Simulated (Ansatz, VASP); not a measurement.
**Rh in VASP and in Ansatz**

INCAR

```
  PREC = Accurate
  ENCUT = 520
  EDIFF = 1E-7
  ISMEAR = -1
  SIGMA = 0.05
  LREAL = False
  LASPH = True
  NELM = 150
  ALGO = Normal
  ISIF = 2
  LWAVE = False
  LCHARG = True
  MAGMOM = 0 0 0 0 0 0
  LORBIT = 11
  LSORBIT = True
  GGA_COMPAT = False
  LORBMOM = True
  LMAXMIX = 4
  GGA = PS
  LVHAR = True
  NBANDS = 42
```

KPOINTS

```
Automatic mesh
0
Gamma
  8 8 4
```

File POSCAR:

```
Rh
1.0
    2.7309790422      0.0000000000      0.0000000000
   -1.3654895211      2.3650972278      0.0000000000
    0.0000000000      0.0000000000      4.4284890000
Rh
2
Direct
    0.3333333333      0.6666666667      0.2500000000
    0.6666666667      0.3333333333      0.7500000000
```

The input input.yaml:

```yaml
crystal:
  lattice:
    - [2.7309790422, 0.0, 0.0]
    - [-1.3654895211, 2.3650972278, 0.0]
    - [0.0, 0.0, 4.428489]
  atoms:
    - { symbol: Rh, position: [0.3333333333, 0.6666666667, 0.25] }
    - { symbol: Rh, position: [0.6666666667, 0.3333333333, 0.75] }
kpoints:
  mp_grid: { grid: [8, 8, 4] }
  band_path:
    path:
      - [0.0, 0.0, 0.0]
      - [0.5, 0.0, 0.0]
      - [0.3333333333, 0.3333333333, 0.0]
      - [0.0, 0.0, 0.0]
      - [0.0, 0.0, 0.5]
      - [0.5, 0.0, 0.5]
      - [0.3333333333, 0.3333333333, 0.5]
      - [0.0, 0.0, 0.5]
    npoints: 8
scf:
  occupations: { method: fermi_dirac, width: 0.05 }
hamiltonian:
  xc: pbesol
  pseudopotentials: { kind: all_electron, lapw: { basis_error: 0.001 } }
magnetization:
  noncollinear: true
  spin_orbit: true
output:
  forces: true
  stress: true
  eigenvalues: true
```

Alike in both runs: functional PBEsol; k mesh 8 × 8 × 4; occupations fermi-dirac, width 0.05 eV; non-collinear spin, spin-orbit coupling.

```csv
,VASP,Ansatz
version,VASP 6.6.1,Ansatz 0.2.0
potentials or method,"VASP PAW PBE potentials, release 64 (Rh_pv), cutoff 520 eV","all-electron LAPW, relativistic spinors"
task,single point,band structure
```

```tsv
	VASP	Ansatz	Ansatz less VASP
pressure (GPa)	-13.3	-13.4	-0.11
traceless stress, the component that is largest in VASP (GPa)	-2.30	-2.34	-0.042
net moment per atom (μB)	0.00	0.00	0.000
```

VASP's potentials were made for PBE, not for PBEsol. Ansatz ran all-electron here, and VASP with PAW potentials.

Noted on Ansatz's run: the k mesh is thin for a metal, which can move the energy by tens of meV per atom.
